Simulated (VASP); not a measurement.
Set up this calculation in VASP 6.6.1, as the native input.

```yaml
Task: single point
Functional: LDA
Potentials_or_basis: VASP PAW LDA potentials, release 64 (Pt)
Cutoff: 520 eV
k_mesh: 21 × 21 × 10
Occupations: gaussian, width 0.15 eV
Spin: collinear spin, ferromagnetic start
Starting_moments: "[0.45, 0.45] μB"
Fixed_moment: 0.9 μB
Dipole_correction: no
Further_INCAR_settings: ALGO = Fast; EDIFF = 1e-06; NBANDS = 21
```

The structure of Pt lies in POSCAR:

```
Pt
1.0
    2.6670688980      0.0000000000      0.0000000000
   -1.3335344490      2.3097494193      0.0000000000
    0.0000000000      0.0000000000      4.6053244732
Pt
2
Direct
    0.6666666667      0.3333333333      0.7500000000
    0.3333333333      0.6666666667      0.2500000000
```

The input as run:

INCAR

```
PREC     = Accurate       # precision mode
ENCUT    = 520            # plane-wave cutoff, eV
EDIFF    = 1E-6           # SCF threshold, eV
ISMEAR   = 0              # smearing method
SIGMA    = 0.15           # smearing width, eV
LREAL    = False          # projectors in reciprocal space
LASPH    = True           # aspherical terms in the spheres
NELM     = 150            # most SCF steps
ALGO     = Fast           # electronic algorithm
ISIF     = 2              # what is computed and relaxed
LWAVE    = False          # write WAVECAR
LCHARG   = True           # write CHGCAR
ISPIN    = 2              # spin polarisation
MAGMOM   = 0.45 0.45      # initial moments
LORBIT   = 11             # projections on sites
NUPDOWN  = 0.9            # fixed moment
LMAXMIX  = 4              # l up to which the mixer works
LELF     = True           # ELF
LVHAR    = True         
NBANDS   = 21             # bands
```

KPOINTS

```
regular mesh
0
Gamma
  21 21 10
```

Potentials or basis: VASP PAW LDA potentials, release 64 (Pt).

Run with:

```bash
$ cat potpaw_LDA.64/Pt/POTCAR > POTCAR
$ mpirun -np 1 vasp_std > vasp.out
```

It gave:

```
Pressure                                              : 18.1 GPa
Net moment                                            : 0.90 μB per cell
Site moments                                          : Pt +0.44 μB
Valence electrons inside the program's atomic spheres : Pt 9.49
```

Caveat: the total moment is fixed, so each spin has its own Fermi level.

It took 5.1 min on 1 thread of Oxide Virtual Turin-like Processor (shared host), peak memory 0.28 GiB.
